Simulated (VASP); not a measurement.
# ZrSi2O6 (C222) in VASP: relaxation of cell and atoms with PBE

Aim: the relaxation of cell and atoms of ZrSi2O6 with PBE.

All numbers are computed with VASP 6.6.1; they aren't measurements. Logs are shortened: lines on timing, memory, paths and dates and some standing lists are left out, and cuts for length are marked.

## Step 1: The cell of the first run

It takes space group C222 (No. 21, orthorhombic). Conventional cell: a = 5.213 Å, b = 9.956 Å, c = 6.042 Å, α = 90.00°, β = 90.00°, γ = 90.00°. Zr (site symmetry 222) has 4 O at 1.96 Å within 2.6 Å. Si (site symmetry 2) has 4 O at 1.63 Å within 2.2 Å. Within 2.2 Å of O (site symmetry 1) lie 1 Si at 1.63 Å and 1 Zr at 1.96 Å. Within 2.2 Å of O (site symmetry 2) lie 2 Si at 1.63 Å.

## Step 2: Relaxation of cell and atoms, PBE

Contents of INCAR:

```
PREC     = Accurate       # precision mode
ENCUT    = 600            # plane-wave cutoff, eV
EDIFF    = 1E-6           # SCF threshold, eV
ISMEAR   = 0              # smearing method
SIGMA    = 0.02           # smearing width, eV
LREAL    = F              # projectors in reciprocal space
LASPH    = T              # aspherical terms in the spheres
NELM     = 100            # most SCF steps
ALGO     = Normal         # electronic algorithm
ISIF     = 3              # what is computed and relaxed
LWAVE    = F              # write WAVECAR
LCHARG   = F              # write CHGCAR
GGA      = PE             # functional
IBRION   = 2              # ionic algorithm
NSW      = 100            # ionic steps
EDIFFG   = -0.01          # ionic threshold
```

Contents of KPOINTS:

```
Automatic mesh
0
Gamma
  6 6 4
```

Contents of POSCAR:

```
ZrSi2O6
1.0
    2.6064982411     -4.9778639950      0.0000000000
    2.6064982411      4.9778639950      0.0000000000
    0.0000000000      0.0000000000      6.0424239042
Zr Si O
1 2 6
Direct
    0.5000000000      0.5000000000      0.0000000000
    0.5000000000      0.0000000000      0.3448719640
    0.0000000000      0.5000000000      0.6551280360
    0.8233191787      0.5874674370      0.8102617557
    0.2232569788      0.7767430212      0.5000000000
    0.5874674370      0.8233191787      0.1897382443
    0.1766808213      0.4125325630      0.8102617557
    0.7767430212      0.2232569788      0.5000000000
    0.4125325630      0.1766808213      0.1897382443
```

Potentials or basis: VASP PAW PBE potentials, release 64 (Zr_sv, Si, O).

On the command line:

```bash
$ cat potpaw_PBE.64/Zr_sv/POTCAR potpaw_PBE.64/Si/POTCAR potpaw_PBE.64/O/POTCAR > POTCAR
$ mpirun -np 1 vasp_std > vasp.out
```

OUTCAR:

```text
PREC = Accurate
   ENCUT = 600
   EDIFF = 1E-6
   ISMEAR = 0
   LREAL = F
   LASPH = T
   NELM = 100
   ISIF = 3
   GGA = PE
   IBRION = 2
   NSW = 100
   EDIFFG = -0.01

 ion  position               nearest neighbor table
   1  0.500  0.500  0.000-   4 1.96   6 1.96   7 1.96   9 1.96   2 3.50   3 3.50   2 3.50   3 3.50

   2  0.500  0.000  0.345-   5 1.63   8 1.63   6 1.63   9 1.63   1 3.50   1 3.50
   3  0.000  0.500  0.655-   5 1.63   8 1.63   7 1.63   4 1.63   1 3.50   1 3.50
   4  0.823  0.587  0.810-   3 1.63   1 1.96
   5  0.223  0.777  0.500-   2 1.63   3 1.63
   6  0.587  0.823  0.190-   2 1.63   1 1.96
   7  0.177  0.413  0.810-   3 1.63   1 1.96
   8  0.777  0.223  0.500-   2 1.63   3 1.63
   9  0.413  0.177  0.190-   2 1.63   1 1.96

  LATTYP: Found a base centered orthorhombic cell.
 ALAT       =     5.2129964822
 B/A-ratio  =     1.9097898922
 C/A-ratio  =     1.1591076121

  Lattice vectors:

 A1 = (   2.6064982411,  -4.9778639950,   0.0000000000)
 A2 = (   2.6064982411,   4.9778639950,   0.0000000000)
 A3 = (   0.0000000000,   0.0000000000,   6.0424239042)

Analysis of symmetry for initial positions (statically):
=====================================================================
 Subroutine PRICEL returns:
 Original cell was already a primitive cell.

 Routine SETGRP: Setting up the symmetry group for a
 base centered orthorhombic supercell.

 Subroutine GETGRP returns: Found  4 space group operations
 (whereof  4 operations were pure point group operations)
 out of a pool of  8 trial point group operations.

The static configuration has the point symmetry D_2 .

Analysis of symmetry for dynamics (positions and initial velocities):
=====================================================================
 Subroutine PRICEL returns:
 Original cell was already a primitive cell.

 Routine SETGRP: Setting up the symmetry group for a
 base centered orthorhombic supercell.

 Subroutine GETGRP returns: Found  4 space group operations
 (whereof  4 operations were pure point group operations)
 out of a pool of  8 trial point group operations.

The dynamic configuration has the point symmetry D_2 .

 Subroutine INISYM returns: Found  4 space group operations
 (whereof  4 operations are pure point group operations),
 and found     1 'primitive' translations

----------------------------------------------------------------------------------------

                                     Primitive cell

  volume of cell :     156.7984

  direct lattice vectors                    reciprocal lattice vectors
     2.606498241 -4.977863995  0.000000000     0.191828251 -0.100444689  0.000000000
     2.606498241  4.977863995  0.000000000     0.191828251  0.100444689  0.000000000
     0.000000000  0.000000000  6.042423904     0.000000000  0.000000000  0.165496499

  length of vectors
     5.618982384  5.618982384  6.042423904     0.216534555  0.216534555  0.165496499

  position of ions in fractional coordinates (direct lattice)
     0.500000000  0.500000000  0.000000000
     0.500000000  0.000000000  0.344871964
     0.000000000  0.500000000  0.655128036
     0.823319179  0.587467437  0.810261756
     0.223256979  0.776743021  0.500000000
     0.587467437  0.823319179  0.189738244
     0.176680821  0.412532563  0.810261756
     0.776743021  0.223256979  0.500000000
     0.412532563  0.176680821  0.189738244

  ion indices of the primitive-cell ions
   primitive index   ion index
                 1           1
                 2           2
                 3           3
                 4           4
                 5           5
                 6           6
                 7           7
                 8           8
                 9           9

----------------------------------------------------------------------------------------

 KPOINTS: Automatic mesh

Automatic generation of k-mesh.
 Grid dimensions read from file:
 generate k-points for:    6    6    4

 Generating k-lattice:

  Cartesian coordinates                     Fractional coordinates (reciprocal lattice)
     0.031971375 -0.016740781  0.000000000     0.166666667  0.000000000  0.000000000
     0.031971375  0.016740781  0.000000000     0.000000000  0.166666667  0.000000000
     0.000000000  0.000000000  0.041374125     0.000000000  0.000000000  0.250000000

  Length of vectors
     0.036089093  0.036089093  0.041374125

  Shift w.r.t. Gamma in fractional coordinates (k-lattice)
     0.000000000  0.000000000  0.000000000

 Subroutine IBZKPT returns following result:
 ===========================================

 Found     39 irreducible k-points:

 Following reciprocal coordinates:
            Coordinates               Weight
  0.000000  0.000000  0.000000      1.000000
  0.166667  0.000000  0.000000      4.000000
  0.333333  0.000000  0.000000      4.000000
  0.500000 -0.000000  0.000000      2.000000
  0.166667  0.166667  0.000000      2.000000
  0.333333  0.166667  0.000000      4.000000
[... 16 lines left out ...]
  0.333333  0.333333  0.250000      4.000000
  0.500000  0.333333  0.250000      8.000000
 [... further k-points ...]
   k-points           NKPTS =     39   k-points in BZ     NKDIM =     39   number of bands    NBANDS=     33
   number of dos      NEDOS =    301   number of ions     NIONS =      9
   total plane-waves  NPLWV = 110592
   dimension x,y,z NGX =    48 NGY =   48 NGZ =   48
   dimension x,y,z NGXF=    96 NGYF=   96 NGZF=   96
   ions per type =               1   2   6
   NGX,Y,Z   is equivalent  to a cutoff of  14.20, 14.20, 13.21 a.u.
   NGXF,Y,Z  is equivalent  to a cutoff of  28.40, 28.40, 26.41 a.u.
 SYSTEM =  unknown system
   PREC   = accura    normal or accurate (medium, high low for compatibility)
   ISTART =      0    job   : 0-new  1-cont  2-samecut
   ICHARG =      2    charge: 1-file 2-atom 10-const
   ISPIN  =      1    spin polarized calculation?
   LNONCOLLINEAR =      F non collinear calculations
   LSORBIT =      F    spin-orbit coupling
   LASPH  =      T    aspherical Exc in radial PAW
   ENCUT  =  600.0 eV  44.10 Ry    6.64 a.u.  11.22 11.22 12.07*2*pi/ulx,y,z
   NELM   =    100;   NELMIN=  2; NELMDL= -5     # of ELM steps
   EDIFF  = 0.1E-05   stopping-criterion for ELM
   LREAL  =      F    real-space projection
   EDIFFG = -.1E-01   stopping-criterion for IOM
   NSW    =    100    number of steps for IOM
   IBRION =      2    ionic relax: 0-MD 1-quasi-New 2-CG
   NFREE  =      1    steps in history (QN), initial steepest desc. (CG)
   ISIF   =      3    stress and relaxation
   ISYM   =      2    0-nonsym 1-usesym 2-fastsym
   POTIM  = 0.5000    time-step for ionic-motion
   TEBEG  =    0.0;   TEEND  =   0.0 temperature during run
   PSTRESS=    0.0 pullay stress
   NELECT =      56.0000    total number of electrons
   NUPDOWN=      -1.0000    fix difference up-down
   EMIN   =  10.00;   EMAX   =-10.00  energy-range for DOS
   EFERMI =   0.00;   METHOD = LEGACY
   ISMEAR =     0;   SIGMA  =   0.02  broadening in eV -4-tet -1-fermi 0-gaus
   EFERMI_NEDOS =   21; number of points for ismear=-14 and -15
   IALGO  =     38    algorithm
   IMIX   =      4    mixing-type and parameters
     AMIX     =   0.40;   BMIX     =  1.00
     AMIX_MAG =   1.60;   BMIX_MAG =  1.00
  volume/ion in A,a.u.               =      17.42       117.57
  Fermi-wavevector in a.u.,A,eV,Ry     =   1.161512  2.194939 18.355751  1.349110
  Thomas-Fermi vector in A             =   2.298083
   LORBIT       =      0    0 simple, 1 ext, 2 COOP (PROOUT), +10 PAW based schemes
   GGA     = PE    functional components
   LHFCALC =     F    Hartree Fock is set to
   AEXX    =    0.0000 exact exchange contribution
   IVDW    =     0    specifies the selected vdW correction
   LEPSILON=     F    determine dielectric tensor
   LRPA    =     F    only Hartree local field effects (RPA)
 conjugate gradient relaxation of ions
 non-spin polarized calculation
 Gauss-broadening in eV      SIGMA  =   0.02
  energy-cutoff  :      600.00
  volume of cell :      156.80
 maximum number of plane-waves:      5269
 NGX is ok and might be reduce to    48
   NGX = 23   NGY = 23   NGZ = 25

--------------------------------------- Ionic step        1  -------------------------------------------

 number of electron      56.0000004 magnetization

 Free energy of the ion-electron system (eV)
  ---------------------------------------------------
  ext. energy  EPLUGINS =         0.00000000
  ---------------------------------------------------
  free energy    TOTEN  =       -75.56629565 eV

  energy without entropy =      -75.56629565  energy(sigma->0) =      -75.56629565

------------------------ aborting loop because EDIFF is reached ----------------------------------------

  FORCE on cell =-STRESS in cart. coord.  units (eV):
  Direction    XX          YY          ZZ          XY          YZ          ZX
  --------------------------------------------------------------------------------------
  -------------------------------------------------------------------------------------
  Total       -0.1340733      0.0946602     -0.0156853      0.0000000      0.0000000      0.0000000
  in kB       -1.3699704      0.9672445     -0.1602736      0.0000000      0.0000000      0.0000000
  external PRESSURE =      -0.1876665 kB  Pullay stress =       0.0000000 kB
[... 243 lines left out ...]
  energy  without entropy=      -75.5663770576  energy(sigma->0) =      -75.56637706

--------------------------------------- Ionic step        7  -------------------------------------------

 number of electron      56.0000004 magnetization

 Free energy of the ion-electron system (eV)
  ---------------------------------------------------
  ext. energy  EPLUGINS =         0.00000000
  ---------------------------------------------------
  free energy    TOTEN  =       -75.56639655 eV

  energy without entropy =      -75.56639655  energy(sigma->0) =      -75.56639655

 E-fermi :  -0.1374     XC(G=0):  -7.9730

 val. band max:       -0.2498449538   @ k =   0.5000   0.5000   0.0000
 cond. band min:       4.8035812120   @ k =   0.0000   0.0000   0.0000
 fundamental gap:      5.0534261658
 Fermi energy:        -0.1374274743

 k-point     1 :       0.0000    0.0000    0.0000
  band No.  band energies     occupation
      1     -47.2842      2.00000
      2     -25.6348      2.00000
      3     -25.6279      2.00000
      4     -25.6259      2.00000
      5     -18.9061      2.00000
      6     -17.4840      2.00000
[... 853 lines left out ...]
     32       6.3398      0.00000
     33       6.6379      0.00000

 [... further k-points ...]
[... 5 lines left out ...]
  --------------------------------------------------------------------------------------
  -------------------------------------------------------------------------------------
  Total        0.0195972     -0.0189544     -0.0039799      0.0000000      0.0000000      0.0000000
  in kB        0.2003047     -0.1937346     -0.0406793      0.0000000      0.0000000      0.0000000
  external PRESSURE =      -0.0113697 kB  Pullay stress =       0.0000000 kB
[... 24 lines left out ...]
  FREE ENERGIE OF THE ION-ELECTRON SYSTEM (eV)
  ---------------------------------------------------
  free  energy   TOTEN  =       -75.5663965500 eV

  energy  without entropy=      -75.5663965500  energy(sigma->0) =      -75.56639655

 reached required accuracy - stopping structural energy minimisation
```

Run time: 6.3 min. Hardware: 1 thread of Intel Xeon 6975P-C (Granite Rapids), shared host; peak memory 0.48 GiB.

What came out:

```
Free energy                           : -75.5664 eV
Relaxed volume                        : 17.42 Å³/atom
Relaxed cell                          : a = 5.622 Å, b = 5.622 Å, c = 6.042 Å, α = 90.00°, β = 90.00°, γ = 124.82°
Space group after relaxing (to 0.1 Å) : C222 (No. 21)
Energy gained by relaxing             : 0.0 meV/atom
Ionic steps                           : 7
Pressure after relaxing               : 0.0 GPa
Largest force after relaxing          : 0.010 eV/Å
Band gap on the k mesh                : 5.05 eV (least direct gap 5.28 eV)
```

Forces on the atoms (eV/Å):
```
Zr   0.000  0.000  0.000
Si   0.000  0.000 -0.008
Si   0.000  0.000  0.008
O   -0.001  0.002  0.009
O    0.000 -0.001  0.000
O   -0.001 -0.002 -0.009
O    0.001 -0.002  0.009
O    0.000  0.001  0.000
O    0.001  0.002 -0.009
```

Step by step:
```csv
step,energy change (eV),largest force (eV/Å),pressure (GPa),volume (Å³)
1,0.0000,0.0258,-0.02,156.80
2,0.0001,0.0933,0.01,156.75
3,0.0000,0.0160,-0.01,156.78
4,-0.0001,0.0126,0.03,156.74
5,-0.0001,0.0122,0.01,156.74
6,-0.0001,0.0143,0.03,156.73
7,-0.0001,0.0097,0.00,156.75
```

Final structure:
```
Zr Si O
1.0
     2.60344   -4.98243    0.00000
     2.60344    4.98243    0.00000
     0.00000    0.00000    6.04220
Zr Si O
1 2 6
Direct
  0.50000 0.50000 0.00000
  0.50000 0.00000 0.34478
  0.00000 0.50000 0.65522
  0.82350 0.58761 0.81029
  0.22334 0.77666 0.50000
  0.58761 0.82350 0.18971
  0.17650 0.41239 0.81029
  0.77666 0.22334 0.50000
  0.41239 0.17650 0.18971
```

A k mesh can miss the band edges.
